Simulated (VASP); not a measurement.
# ZnF2 (P4_2/mnm) in VASP: further runs, part 2 of 2

VASP 6.6.1. Earlier steps stand in the parts before.

### 3 Single point, PBE+U

Input file INCAR:

```
PREC = Accurate ; ENCUT = 600
EDIFF = 1E-6 ; ISMEAR = 0
SIGMA = 0.01 ; LREAL = False
LASPH = True ; NELM = 200
ALGO = Normal ; ISIF = 2
LWAVE = False ; LCHARG = False
LDAU = True ; LDAUTYPE = 2
LDAUL = 2 -1 ; LDAUU = 2 0
LDAUJ = 0 0 ; LDAUPRINT = 1
GGA = PE ; NBANDS = 35
GGA_COMPAT = False
```

Input file KPOINTS:

```
Automatic mesh
0
Gamma
  6 6 8
```

Input file POSCAR:

```
ZnF2
1.0
    4.7048000000      0.0000000000      0.0000000000
    0.0000000000      4.7048000000      0.0000000000
    0.0000000000      0.0000000000      3.1338000000
Zn F
2 4
Direct
    0.0000000000      0.0000000000      0.0000000000
    0.5000000000      0.5000000000      0.5000000000
    0.3024000000      0.3024000000      0.0000000000
    0.1976000000      0.8024000000      0.5000000000
    0.6976000000      0.6976000000      0.0000000000
    0.8024000000      0.1976000000      0.5000000000
```

Potentials or basis: VASP PAW PBE potentials, release 64 (Zn, F).

Run with:

```bash
$ cat potpaw_PBE.64/Zn/POTCAR potpaw_PBE.64/F/POTCAR > POTCAR
$ mpirun -np 1 vasp_std > vasp.out
```

OUTCAR:

```text
PREC = Accurate
   ENCUT = 600
   EDIFF = 1E-6
   ISMEAR = 0
   LREAL = False
   LASPH = True
   NELM = 200
   ISIF = 2
   GGA = PE

 ion  position               nearest neighbor table
   1  0.000  0.000  0.000-   3 2.01   5 2.01   4 2.05   6 2.05   4 2.05   6 2.05
   2  0.500  0.500  0.500-   4 2.01   6 2.01   5 2.05   3 2.05   3 2.05   5 2.05
   3  0.302  0.302  0.000-   1 2.01   2 2.05   2 2.05
   4  0.198  0.802  0.500-   2 2.01   1 2.05   1 2.05
   5  0.698  0.698  0.000-   1 2.01   2 2.05   2 2.05
   6  0.802  0.198  0.500-   2 2.01   1 2.05   1 2.05
[... 1192 lines left out ...]
  -------------------------------------------------------------------------------------
  Total        1.7461883      1.7461883      1.8058907     -0.0000000      0.0000000      0.0000000
  in kB       40.3318419     40.3318419     41.7107922     -0.0000000      0.0000000      0.0000000
  external PRESSURE =      40.7914920 kB  Pullay stress =       0.0000000 kB

 VOLUME and BASIS-vectors are now :
 -----------------------------------------------------------------------------
  energy-cutoff  :      600.00
  volume of cell :       69.37
      direct lattice vectors                 reciprocal lattice vectors
     4.704800000  0.000000000  0.000000000     0.212548886  0.000000000  0.000000000
     0.000000000  4.704800000  0.000000000     0.000000000  0.212548886  0.000000000
     0.000000000  0.000000000  3.133800000     0.000000000  0.000000000  0.319101410

 POSITION                                       TOTAL-FORCE (eV/Angst)
 -----------------------------------------------------------------------------------
      0.00000      0.00000      0.00000         0.000000      0.000000     -0.000000
      2.35240      2.35240      1.56690         0.000000      0.000000     -0.000000
      1.42273      1.42273      0.00000         0.022191      0.022191      0.000000
      0.92967      3.77513      1.56690        -0.022191      0.022191     -0.000000
      3.28207      3.28207      0.00000        -0.022191     -0.022191     -0.000000
      3.77513      0.92967      1.56690         0.022191     -0.022191     -0.000000
 -----------------------------------------------------------------------------------
    total drift:                               -0.000000      0.000000     -0.000000

  FREE ENERGIE OF THE ION-ELECTRON SYSTEM (eV)
  ---------------------------------------------------
  free  energy   TOTEN  =       -23.1444605806 eV

  energy  without entropy=      -23.1444605806  energy(sigma->0) =      -23.14446058
```

It took 3.2 min on 1 thread of Oxide Virtual Turin-like, shared host; peak memory 0.23 GiB.

What came out:

```yaml
Free_energy: -23.1445 eV
Pressure: 4.1 GPa
Largest_force: 0.031 eV/Å
Band_gap_on_the_k_mesh: 3.96 eV
```

Forces on the atoms (eV/Å):
```
Zn   0.000  0.000  0.000
Zn   0.000  0.000  0.000
F    0.022  0.022  0.000
F   -0.022  0.022  0.000
F   -0.022 -0.022  0.000
F    0.022 -0.022  0.000
```

Stress tensor (GPa, compression positive):
```
4.03 0.00 0.00
0.00 4.03 0.00
0.00 0.00 4.17
```

Levels at points of the mesh, in eV from the valence-band top:
```csv
k point,band 22,band 23,band 24,band 25,band 26,band 27,band 28,band 29,band 30,band 31
"(0.00, 0.00, 0.00)",-1.12,-0.77,-0.30,-0.30,0.00,3.96,9.80,10.12,10.12,13.89
"(0.50, 0.00, 0.00)",-1.30,-0.54,-0.54,-0.37,-0.37,6.56,6.56,11.04,11.04,13.45
"(0.50, 0.50, 0.00)",-1.73,-1.01,-1.01,-0.32,-0.32,7.48,7.48,9.65,9.65,15.03
"(0.00, 0.00, 0.50)",-1.37,-1.23,-1.23,-1.15,-1.15,8.71,8.71,12.35,12.35,13.60
"(0.50, 0.00, 0.50)",-1.38,-1.13,-1.13,0.00,0.00,9.23,9.23,10.81,10.81,14.36
"(0.50, 0.50, 0.50)",-1.15,-1.15,-1.15,-0.75,-0.75,8.55,8.55,11.98,11.98,12.71
```

Eigenvalues of the final occupation matrices:
| site | spin | trace | eigenvalues |
| --- | --- | --- | --- |
| site 1 d | 1 | 5.00 | 0.99 0.99 0.99 1.02 1.02 |
| site 1 d | 2 | 5.00 | 0.99 0.99 0.99 1.02 1.02 |
| site 2 d | 1 | 5.00 | 0.99 0.99 0.99 1.02 1.02 |
| site 2 d | 2 | 5.00 | 0.99 0.99 0.99 1.02 1.02 |

Caveat: the cell stands under pressure.

### 4 Single point, PBE+U

Input file INCAR:

```
SYSTEM = ZnF2
  ALGO = Normal
  EDIFF = 1E-6
  ENCUT = 600
  GGA = PE
  GGA_COMPAT = .FALSE.
  ISIF = 2
  ISMEAR = 0
  LASPH = .TRUE.
  LCHARG = .TRUE.
  LDAU = .TRUE.
  LDAUJ = 0 0
  LDAUL = 2 -1
  LDAUPRINT = 1
  LDAUTYPE = 2
  LDAUU = 4 0
  LELF = .TRUE.
  LREAL = .FALSE.
  LVHAR = .TRUE.
  LWAVE = .FALSE.
  NBANDS = 35
  NELM = 200
  PREC = Accurate
  SIGMA = 0.01
```

Input file KPOINTS:

```
k-points
0
G
  6 6 8
  0 0 0
```

POSCAR is that of step 3.

Run with:

```bash
$ cat potpaw_PBE.64/Zn/POTCAR potpaw_PBE.64/F/POTCAR > POTCAR
$ mpirun -np 1 vasp_std > vasp.out
```

It took 4 min on 1 thread of Oxide Virtual Turin-like, shared host; peak memory 0.23 GiB.

Results (log left out):

```
Free energy            : -23.1912 eV
Pressure               : 1.3 GPa
Largest force          : 0.051 eV/Å
Band gap on the k mesh : 4.30 eV (least direct gap 4.38 eV)
```

Forces on the atoms (eV/Å):
```
Zn   0.000  0.000  0.000
Zn   0.000  0.000  0.000
F    0.036  0.036  0.000
F   -0.036  0.036  0.000
F   -0.036 -0.036  0.000
F    0.036 -0.036  0.000
```

Stress tensor (GPa, compression positive):
```
1.44 0.00 0.00
0.00 1.44 0.00
0.00 0.00 0.89
```

Levels at points of the mesh, in eV from the valence-band top:
| k point | band 23 | band 24 | band 25 | band 26 | band 27 | band 28 | band 29 | band 30 |
| --- | --- | --- | --- | --- | --- | --- | --- | --- |
| (0.00, 0.00, 0.00) | -0.47 | -0.29 | -0.29 | -0.09 | 4.30 | 10.12 | 10.46 | 10.46 |
| (0.50, 0.00, 0.00) | -0.46 | -0.46 | -0.34 | -0.34 | 6.89 | 6.89 | 11.37 | 11.37 |
| (0.50, 0.50, 0.00) | -0.81 | -0.81 | -0.32 | -0.32 | 7.79 | 7.79 | 9.98 | 9.98 |
| (0.00, 0.00, 0.50) | -1.20 | -1.20 | -0.96 | -0.96 | 9.04 | 9.04 | 12.67 | 12.67 |
| (0.50, 0.00, 0.50) | -0.98 | -0.98 | 0.00 | 0.00 | 9.56 | 9.56 | 11.14 | 11.14 |
| (0.50, 0.50, 0.50) | -0.88 | -0.88 | -0.75 | -0.75 | 8.89 | 8.89 | 12.29 | 12.29 |

Eigenvalues of the final occupation matrices:
```csv
site,spin,trace,eigenvalues
site 1 d,1,5.02,0.99 0.99 0.99 1.02 1.03
site 1 d,2,5.02,0.99 0.99 0.99 1.02 1.03
site 2 d,1,5.02,0.99 0.99 0.99 1.02 1.03
site 2 d,2,5.02,0.99 0.99 0.99 1.02 1.03
```

A k mesh can miss the band edges.

### 5 Single point, PBE+U

Input file INCAR:

```
PREC = Accurate
ENCUT = 600
EDIFF = 1E-6
ISMEAR = 0
SIGMA = 0.01
LREAL = False
LASPH = True
NELM = 200
ALGO = Normal
ISIF = 2
LWAVE = False
LCHARG = False
LDAU = True
LDAUTYPE = 2
LDAUL = 2 -1
LDAUU = 6 0
LDAUJ = 0 0
LDAUPRINT = 1
GGA = PE
NBANDS = 35
GGA_COMPAT = False
```

Input file KPOINTS:

```
Automatic mesh
0
Gamma
  6 6 8
```

POSCAR is that of step 4.

Run with:

```bash
$ cat potpaw_PBE.64/Zn/POTCAR potpaw_PBE.64/F/POTCAR > POTCAR
$ mpirun -np 1 vasp_std > vasp.out
```

It took 3.6 min on 1 thread of Oxide Virtual Turin-like, shared host; peak memory 0.23 GiB.

Results (log left out):

```yaml
Free_energy: -23.3110 eV
Pressure: -1.5 GPa
Largest_force: 0.072 eV/Å
Band_gap_on_the_k_mesh: 4.59 eV (least direct gap 4.77 eV)
```

Forces in eV/Å, atoms in the order of the input:
```
Zn   0.000  0.000  0.000
Zn   0.000  0.000  0.000
F    0.051  0.051  0.000
F   -0.051  0.051  0.000
F   -0.051 -0.051  0.000
F    0.051 -0.051  0.000
```

Stress tensor (GPa, compression positive):
```
-1.09  0.00  0.00
 0.00 -1.09  0.00
 0.00  0.00 -2.37
```

Levels at points of the mesh, in eV from the valence-band top:
```csv
k point,band 24,band 25,band 26,band 27,band 28,band 29
"(0.00, 0.00, 0.00)",-0.28,-0.23,-0.18,4.59,10.38,10.75
"(0.50, 0.00, 0.00)",-0.34,-0.31,-0.31,7.17,7.17,11.65
"(0.50, 0.50, 0.00)",-0.63,-0.31,-0.31,8.06,8.06,10.26
"(0.00, 0.00, 0.50)",-1.06,-0.78,-0.78,9.33,9.33,12.94
"(0.50, 0.00, 0.50)",-0.82,0.00,0.00,9.84,9.84,11.43
"(0.50, 0.50, 0.50)",-0.67,-0.65,-0.65,9.19,9.19,12.56
```

Eigenvalues of the final occupation matrices:
```tsv
site	spin	trace	eigenvalues
site 1 d	1	5.04	0.99 0.99 0.99 1.03 1.03
site 1 d	2	5.04	0.99 0.99 0.99 1.03 1.03
site 2 d	1	5.04	0.99 0.99 0.99 1.03 1.03
site 2 d	2	5.04	0.99 0.99 0.99 1.03 1.03
```

### 6 Overview

| level | U | gap on the mesh (eV) | pressure (GPa) | largest force (eV/Å) |
| --- | --- | --- | --- | --- |
| PBE | - | 3.48 | 6.5 | 0.01 |
| PBE+U | Zn d U = 2.0 eV | 3.96 | 4.1 | 0.03 |
| PBE+U | Zn d U = 4.0 eV | 4.30 | 1.3 | 0.05 |
| PBE+U | Zn d U = 6.0 eV | 4.59 | -1.5 | 0.07 |

Alike in all rows: task single point; potentials or basis VASP PAW PBE potentials, release 64 (Zn, F); no spin polarisation; cell as given; k mesh 6 × 6 × 8; cutoff (eV) 600; smearing gaussian 0.01 eV.

On the cell as given the gap runs from 3.48 eV (PBE) to 4.59 eV (PBE+U). The pressure there spans -1.5 GPa (PBE+U) to 6.5 GPa (PBE); a positive pressure means that this level wants a larger cell, a negative one a smaller.

Caveats: the cell stands under pressure (at least some runs).

Total energies depend on the potentials used, so only differences within one code and one set of settings carry meaning.
